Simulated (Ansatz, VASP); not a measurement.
# Al: VASP beside Ansatz

File POSCAR:

```
Al
1.0
   -1.5603182982      1.5603182982      1.6548674376
    1.5603182982     -1.5603182982      1.6548674376
    1.5603182982      1.5603182982     -1.6548674376
Al
1
Direct
    0.0000000000      0.0000000000      0.0000000000
```

INCAR.step1

```
ALGO = Normal
EDIFF = 1E-4
ENCUT = 520
GGA = PE
ISMEAR = -1
LASPH = T
LCHARG = F
LREAL = F
LWAVE = T
NBANDS = 8
NELM = 60
PREC = Accurate
SIGMA = 0.08
```

Contents of INCAR.step2:

```
ALGO = Normal
EDIFF = 1E-8
ENCUT = 520
ISIF = 2
ISMEAR = -1
ISTART = 1
LASPH = T
LCHARG = F
LEFG = T
LMIXTAU = T
LREAL = F
LWAVE = F
METAGGA = R2SCAN
NBANDS = 8
NELM = 60
PREC = Accurate
SIGMA = 0.08
```

KPOINTS

```
k-points
0
Gamma
  18 18 18
```

Input for Ansatz:

```yaml
crystal:
  lattice:
    - [-1.5603182982, 1.5603182982, 1.6548674376]
    - [1.5603182982, -1.5603182982, 1.6548674376]
    - [1.5603182982, 1.5603182982, -1.6548674376]
  atoms:
    - { symbol: Al, position: [0.0, 0.0, 0.0] }
kpoints:
  mp_grid: { grid: [18, 18, 18] }
scf:
  occupations: { method: fermi_dirac, width: 0.08 }
hamiltonian:
  xc: r2scan
  pseudopotentials: { kind: paw }
output:
  forces: true
  stress: true
  eigenvalues: true
  efg: { contact_densities: true }
```

Change from the starting cell: z stretched by +4 % at fixed volume, PAW files.

Alike in both runs: task electric field gradients; functional r2SCAN; k mesh 18 × 18 × 18; occupations fermi-dirac, width 0.08 eV; no spin polarisation.

```csv
,VASP,Ansatz
version,VASP 6.6.1,Ansatz 0.2.0
potentials or method,"VASP PAW PBE potentials, release 64 (Al)","PAW with Ansatz's default frozen-core files, scalar-relativistic"
plane-wave cutoff (eV),520,500
valence electrons in the cell,3,3
```

|  | VASP | Ansatz | Ansatz less VASP |
| --- | --- | --- | --- |
| pressure (GPa) | 0.1 | 0.4 | +0.31 |
| traceless stress, the component that is largest in VASP (GPa) | 1.53 | 1.53 | -0.002 |
| size of Vzz on the site where it differs most (V/Å²) | 0.0 | 0.2 | +0.18 |

VASP's potentials were made for PBE, not for r2SCAN. With one functional, cell and mesh, what is left measures potentials, basis and numerics.
